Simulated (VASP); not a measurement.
Set up this calculation in VASP 6.6.1, as the native input.

| Property | Result |
| --- | --- |
| Task | single point |
| Functional | PBE |
| Potentials or basis | VASP PAW PBE potentials, release 64 (Ba_sv, Sr_sv, In_d, Sb, O) |
| Cutoff | 520 eV |
| k mesh | 6 × 6 × 6 |
| Occupations | gaussian, width 0.05 eV |
| Spin | no spin polarisation |
| Dipole correction | no |
| Further INCAR settings | ALGO = Normal; EDIFF = 1e-07; NBANDS = 48 |

The structure of BaSrInSbO6 lies in POSCAR:

```
BaSrInSbO6
1.0
    0.0000000000      4.1564860908      4.1564860908
    4.1564860908      0.0000000000      4.1564860908
    4.1564860908      4.1564860908      0.0000000000
Ba Sr In Sb O
1 1 1 1 6
Direct
    0.2499625604      0.2500024092      0.2500024092
    0.7499002107      0.7500064214      0.7500064214
   -0.0008905136      0.0000573046      0.0000573046
    0.4980381437      0.5001262455      0.5001262455
    0.7398432450      0.2582054447      0.2582054447
    0.2582054447      0.7398277227      0.7398277227
    0.7468507220      0.7490704379      0.2511912742
    0.2652196153      0.2674569886      0.7328202458
    0.2652196153      0.7328202458      0.2674569886
    0.7468507220      0.2511912742      0.7490704379
```

This cell differs from its parent crystal: atoms displaced along a vibrational mode.

The input as run:

INCAR

```
SYSTEM = BaSrInSbO6
PREC = Accurate ; ENCUT = 520
EDIFF = 1E-7 ; ISMEAR = 0
SIGMA = 0.05 ; LREAL = .False.
LASPH = .True. ; NELM = 80
ALGO = Normal ; ISIF = 2
LWAVE = .False. ; LCHARG = .True.
GGA = PE ; LELF = .True.
LVHAR = .True. ; NBANDS = 48
```

KPOINTS

```
regular mesh
0
Gamma
  6 6 6
  0 0 0
```

Potentials or basis: VASP PAW PBE potentials, release 64 (Ba_sv, Sr_sv, In_d, Sb, O).

Launch:

```console
$ cat potpaw_PBE.64/Ba_sv/POTCAR potpaw_PBE.64/Sr_sv/POTCAR potpaw_PBE.64/In_d/POTCAR potpaw_PBE.64/Sb/POTCAR potpaw_PBE.64/O/POTCAR > POTCAR
$ mpirun -np 1 vasp_std > vasp.out
```

It gave:

The pressure is 1.4 GPa and the largest force is 2.026 eV/Å. The band gap on the k mesh is 0.79 eV.

Caveat: the cell differs from its parent crystal (atoms displaced along a vibrational mode); spin-orbit coupling is left out, which moves the levels of the heavy elements; forces of over 1 eV/Å act on the atoms, so gaps and moduli don't describe the material at rest.

It took 22 min on 1 thread of Intel Xeon 8259CL, on a shared host, peak memory 0.66 GiB.
